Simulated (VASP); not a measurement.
Write the native input for VASP 6.6.1 that does the following.

- Task: single point
- Functional: LDA
- Potentials or basis: VASP PAW LDA potentials, release 64 (Cd, Te)
- Cutoff: 520 eV
- k mesh: 8 × 8 × 8
- Occupations: gaussian, width 0.01 eV
- Spin: no spin polarisation
- Dipole correction: no
- Further INCAR settings: ALGO = Normal; EDIFF = 1e-06; NBANDS = 16

The structure of CdTe lies in POSCAR:

```
CdTe
1.0
    0.0000000000      3.2050000000      3.2050000000
    3.2050000000      0.0000000000      3.2050000000
    3.2050000000      3.2050000000      0.0000000000
Cd Te
1 1
Direct
    0.0000000000      0.0000000000      0.0000000000
    0.2500000000      0.2500000000      0.2500000000
```

The input as run:

INCAR

```
PREC = Accurate
ENCUT = 520
EDIFF = 1E-6
ISMEAR = 0
SIGMA = 0.01
LREAL = F
LASPH = T
NELM = 80
ALGO = Normal
ISIF = 2
LWAVE = F
LCHARG = F
NBANDS = 16
```

KPOINTS

```
regular mesh
0
Gamma
  8 8 8
```

Potentials or basis: VASP PAW LDA potentials, release 64 (Cd, Te).

Command:

```console
$ cat potpaw_LDA.64/Cd/POTCAR potpaw_LDA.64/Te/POTCAR > POTCAR
$ mpirun -np 1 vasp_std > vasp.out
```

Results of the run:

- Pressure: 0.2 GPa
- Band gap on the k mesh: 0.65 eV, direct

Caveat: spin-orbit coupling is left out, which moves the levels of the heavy elements.

Wall time 41 s on 1 thread of AMD EPYC 7R13 (shared host), peak memory 0.16 GiB.
